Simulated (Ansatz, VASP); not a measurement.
**Ti3Se in VASP and in Ansatz**

Contents of INCAR:

```
SYSTEM = Ti3Se
PREC = Accurate ; ENCUT = 520
EDIFF = 1E-7 ; ISMEAR = -1
SIGMA = 0.05 ; LREAL = .False.
LASPH = .True. ; NELM = 150
ALGO = Normal ; ISIF = 2
LWAVE = .False. ; LCHARG = .False.
LMAXMIX = 4 ; LDAU = .True.
LDAUTYPE = 2 ; LDAUL = -1 2
LDAUU = 0 8 ; LDAUJ = 0 0
LDAUPRINT = 1 ; GGA = PE
NBANDS = 29
```

File KPOINTS:

```
regular mesh
0
Gamma
  10 10 4
  0 0 0
```

The input POSCAR:

```
Ti3Se
1.0
    3.1974455988      0.0000000000      0.0000000000
   -1.5987227994      2.7690691158      0.0000000000
    0.0000000000      0.0000000000      7.9427450000
Se Ti
1 3
Direct
    0.0000000000      0.0000000000      0.0000000000
    0.6666666667      0.3333333333      0.5000000000
    0.3333333333      0.6666666667      0.7729020000
    0.3333333333      0.6666666667      0.2270980000
```

Contents of input.yaml:

```yaml
crystal:
  lattice:
    - [3.1974455988, 0.0, 0.0]
    - [-1.5987227994, 2.7690691158, 0.0]
    - [0.0, 0.0, 7.942745]
  atoms:
    - { symbol: Se, position: [0.0, 0.0, 0.0] }
    - { symbol: Ti, position: [0.6666666667, 0.3333333333, 0.5] }
    - { symbol: Ti, position: [0.3333333333, 0.6666666667, 0.772902] }
    - { symbol: Ti, position: [0.3333333333, 0.6666666667, 0.227098] }
hamiltonian:
  xc: pbe
  pseudopotentials: { kind: paw }
  hubbard: { sites: [{ species: Ti, l: d, u_eff: 8.0 }] }
kpoints:
  mp_grid: { grid: [10, 10, 4] }
  band_path:
    path:
      - [[0.0, 0.0, 0.0], [0.5, 0.0, 0.0], [0.3333333333, 0.3333333333, 0.0], [0.0, 0.0, 0.0], [0.0, 0.0, 0.5], [0.5, 0.0, 0.5], [0.3333333333, 0.3333333333, 0.5], [0.0, 0.0, 0.5]]
      - [[0.5, 0.0, 0.5], [0.5, 0.0, 0.0]]
      - [[0.3333333333, 0.3333333333, 0.0], [0.3333333333, 0.3333333333, 0.5]]
    npoints: 14
scf:
  occupations: { method: fermi_dirac, width: 0.05 }
  n_extra_bands: 10
output:
  forces: true
  stress: true
  eigenvalues: true
  fatbands: false
```

Alike in both runs: functional PBE; k mesh 10 × 10 × 4; occupations fermi-dirac, width 0.05 eV; no spin polarisation; Hubbard terms Ti d U = 8.0 eV.

```csv
,VASP,Ansatz
version,VASP 6.6.1,Ansatz 0.2.0
potentials or method,"VASP PAW PBE potentials, release 64 (Se, Ti_sv)",Ansatz PAW
plane-wave cutoff (eV),520,420
valence electrons in the cell,42,52
task,single point,band structure
```

VASP gave:

- gap on the k mesh at the Fermi level (eV): none
- rms of the force components (eV/Å): 0.054

Q: What did Ansatz give for the same quantities?

A: gap on the k mesh at the Fermi level (eV): none; rms of the force components (eV/Å): 0.111.

The programs project onto different local orbitals, so the same U acts differently, and such runs can settle in different states. Atom by atom the forces differ by 0.057 eV/Å (rms over components). A gap of «none» marks a metal or a gap that the smearing closes. VASP's potentials hold 42 valence electrons a cell and Ansatz's 52, so a difference there can come from the potentials and not from the codes.
